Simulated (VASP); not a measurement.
## FePb: single point with r2SCAN

The system is FePb.

```
CELL_PARAMETERS angstrom
3.39864 0.00000 0.00000
0.00000 3.39864 0.00000
0.00000 0.00000 3.39864
ATOMIC_POSITIONS crystal
Fe 0.00000 0.00000 0.00000
Pb 0.50000 0.50000 0.50000
```

* Program: VASP 6.6.1
* Task: single point
* Functional: r2SCAN
* Potentials or basis: VASP PAW PBE potentials, release 64 (Fe, Pb_d)
* Cutoff: 520 eV
* k mesh: 12 × 12 × 12
* Occupations: gaussian, width 0.1 eV
* Spin: collinear spin, ferromagnetic start
* Starting moments: [3.0, 0.0] μB

```yaml
Pressure: 0.7 GPa
Net_moment: 2.89 μB per cell
Site_moments: Fe +3.06; Pb -0.06 μB
Valence_electrons_inside_the_program's_atomic_spheres: Fe 6.77; Pb 12.11
```

Levels at points of the mesh, in eV from the Fermi level:
Spin up:
| k point | band 10 | band 11 | band 12 | band 13 | band 14 | band 15 |
| --- | --- | --- | --- | --- | --- | --- |
| (0.00, 0.00, 0.00) | -3.42 | -3.42 | 2.29 | 2.29 | 2.29 | 4.34 |
| (0.50, 0.00, 0.00) | -3.90 | -3.46 | -2.72 | 6.11 | 6.11 | 7.34 |
| (0.50, 0.50, 0.00) | -3.59 | -3.59 | -2.97 | -2.51 | 0.37 | 7.37 |
| (0.50, 0.50, 0.50) | -2.95 | -2.95 | 1.07 | 1.07 | 1.07 | 2.46 |
Spin down:
```tsv
k point	band 6	band 7	band 8	band 9	band 10	band 11	band 12	band 13	band 14	band 15
(0.00, 0.00, 0.00)	-12.69	-1.10	-1.10	0.78	0.78	0.78	2.33	2.33	2.33	5.16
(0.50, 0.00, 0.00)	-10.18	-6.56	-1.05	-0.35	-0.35	0.71	0.73	6.77	6.77	7.48
(0.50, 0.50, 0.00)	-8.25	-3.94	-3.94	-1.45	0.43	0.43	0.64	1.42	2.05	7.23
(0.50, 0.50, 0.50)	-5.71	-3.12	-3.12	-3.12	0.67	0.67	2.45	2.45	2.45	3.40
```

Run time: 4.6 min on 1 thread of Intel(R) Xeon(R) 6975P-C (Granite Rapids), with other jobs on the host, peak memory 0.26 GiB.

Caveat: the PAW data sets were made with another functional, which shifts forces and pressure a little; spin-orbit coupling is left out, which moves the levels of the heavy elements.
